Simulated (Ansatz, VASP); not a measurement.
## Two plane-wave programs on BaTiO3

File INCAR:

```
ALGO = Normal
EDIFF = 1E-6
ENCUT = 1340
GGA = PE
GGA_COMPAT = False
ISIF = 2
ISMEAR = 0
LASPH = True
LCHARG = True
LELF = True
LREAL = False
LVHAR = True
LWAVE = False
NBANDS = 28
NELM = 120
PREC = Accurate
SIGMA = 0.05
```

File KPOINTS:

```
k-points
0
Gamma
  8 8 8
```

Contents of POSCAR:

```
BaTiO3
1.0
    3.8584625870      0.0000000000      0.0000000000
    0.0000000000      3.8584625870      0.0000000000
    0.0000000000      0.0000000000      3.6977388148
Ba Ti O
1 1 3
Direct
    0.0000000000      0.0000000000      0.0000000000
    0.5000000000      0.5000000000      0.5000000000
    0.5000000000      0.5000000000      0.0000000000
    0.5000000000      0.0000000000      0.5000000000
    0.0000000000      0.5000000000      0.5000000000
```

Input for Ansatz:

```yaml
crystal:
  lattice:
    - [3.858462587, 0.0, 0.0]
    - [0.0, 3.858462587, 0.0]
    - [0.0, 0.0, 3.6977388148]
  atoms:
    - { symbol: Ba, position: [0.0, 0.0, 0.0] }
    - { symbol: Ti, position: [0.5, 0.5, 0.5] }
    - { symbol: O, position: [0.5, 0.5, 0.0] }
    - { symbol: O, position: [0.5, 0.0, 0.5] }
    - { symbol: O, position: [0.0, 0.5, 0.5] }
basis:
  ecutwfc: 420
kpoints:
  mp_grid: { grid: [8, 8, 8] }
hamiltonian:
  xc: pbe
scf:
  occupations: { method: gaussian, width: 0.05 }
output:
  forces: true
  stress: true
  eigenvalues: true
```

Change from the starting cell: strain -0.040 along x and y, -0.080 along z, atoms carried along.

Alike in both runs: task single point; functional PBE; k mesh 8 × 8 × 8; occupations gaussian, width 0.05 eV; no spin polarisation.

```csv
,VASP,Ansatz
version,VASP 6.6.1,Ansatz 0.2.0
potentials or method,"VASP PAW PBE potentials, release 64 (Ba_sv, Ti_sv, O_h), cutoff 1340 eV","scalar-relativistic, plane waves, PAW"
valence electrons in the cell,40,40
```

|  | VASP | Ansatz | Ansatz less VASP |
| --- | --- | --- | --- |
| gap on the k mesh at the Fermi level (eV) | 1.86 | 1.90 | +0.036 |
| least direct gap on the mesh (eV) | 1.86 | 1.90 | +0.036 |
| pressure (GPa) | 42.5 | 39.6 | -2.93 |
| traceless stress, the component that is largest in VASP (GPa) | 11.06 | 10.86 | -0.200 |

Both programs put the cell under a high pressure, so it lies far from rest at this level. The functional is the same, so the differences come from potentials, cutoffs and numerics.

Neither program's run includes spin-orbit coupling.
